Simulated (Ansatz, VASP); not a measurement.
# GaP in VASP and in Ansatz

```
Ga P
1.0
     0.00000    2.72540    2.72540
     2.70169    0.00000    2.72540
     2.70169    2.72540    0.00000
Ga P
1 1
Cartesian
  0.0000 0.0000 0.0000
  1.3508 1.3627 1.3627
```

Change from the starting cell: uniaxial_x strain -0.9%.

Alike in both runs: task single point; functional PBE; k mesh 8 × 8 × 8; occupations fermi-dirac, width 0.02 eV; no spin polarisation.

|  | VASP | Ansatz |
| --- | --- | --- |
| version | VASP 6.6.1 | Ansatz 0.2.0 |
| potentials or method | VASP PAW PBE potentials, release 64 (Ga_d, P) | plane waves, PAW |
| plane-wave cutoff (eV) | 520 | 420 |
| valence electrons in the cell | 18 | 18 |

```tsv
	VASP	Ansatz	Ansatz less VASP
gap on the k mesh at the Fermi level (eV)	1.54	1.54	0.000
pressure (GPa)	3.2	3.3	+0.03
traceless stress, the component that is largest in VASP (GPa)	0.42	0.42	0.000
```

The functional is the same, so the differences come from potentials, cutoffs and numerics.
